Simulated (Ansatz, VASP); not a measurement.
## Two plane-wave programs on K

File INCAR:

```
SYSTEM = K
PREC = Accurate
ENCUT = 520
EDIFF = 1E-7
ISMEAR = 0
SIGMA = 0.1
LREAL = .False.
LASPH = .True.
NELM = 60
ALGO = Normal
ISIF = 2
LWAVE = .False.
LCHARG = .False.
GGA = CA
NBANDS = 10
```

File KPOINTS:

```
Automatic mesh
0
Gamma
  6 6 6
  0 0 0
```

POSCAR

```
K
1.0
   -2.6180000000      2.6180000000      2.6180000000
    2.6180000000     -2.6180000000      2.6180000000
    2.6180000000      2.6180000000     -2.6180000000
K
1
Direct
    0.0000000000      0.0000000000      0.0000000000
```

Input for Ansatz:

```yaml
crystal:
  lattice:
    - [-2.618, 2.618, 2.618]
    - [2.618, -2.618, 2.618]
    - [2.618, 2.618, -2.618]
  atoms:
    - { symbol: K, position: [0.0, 0.0, 0.0] }
basis:
  ecutwfc: 420
kpoints:
  mp_grid: { grid: [6, 6, 6] }
hamiltonian:
  xc: lda
  pseudopotentials: { kind: paw, azcp: { folder: soft_1 } }
scf:
  occupations: { method: gaussian, width: 0.1 }
output:
  forces: true
  stress: true
  eigenvalues: true
```

Alike in both runs: task single point; functional LDA; k mesh 6 × 6 × 6; occupations gaussian, width 0.1 eV; no spin polarisation.

```csv
,VASP,Ansatz
version,VASP 6.6.1,Ansatz 0.2.0
potentials or method,"VASP PAW LDA potentials, release 64 (K_sv), cutoff 520 eV","scalar-relativistic, plane waves, PAW"
valence electrons in the cell,9,9
```

```csv
,VASP,Ansatz,Ansatz less VASP
gap on the k mesh at the Fermi level (eV),none,none,-
pressure (GPa),-0.4,-0.4,+0.02
```

Ansatz warns that its potentials were made for another functional, while VASP's fit it. LDA's correlation is that of Perdew and Zunger in VASP and of Perdew and Wang (1992) in Ansatz. A gap of «none» marks a metal or a gap that the smearing closes.
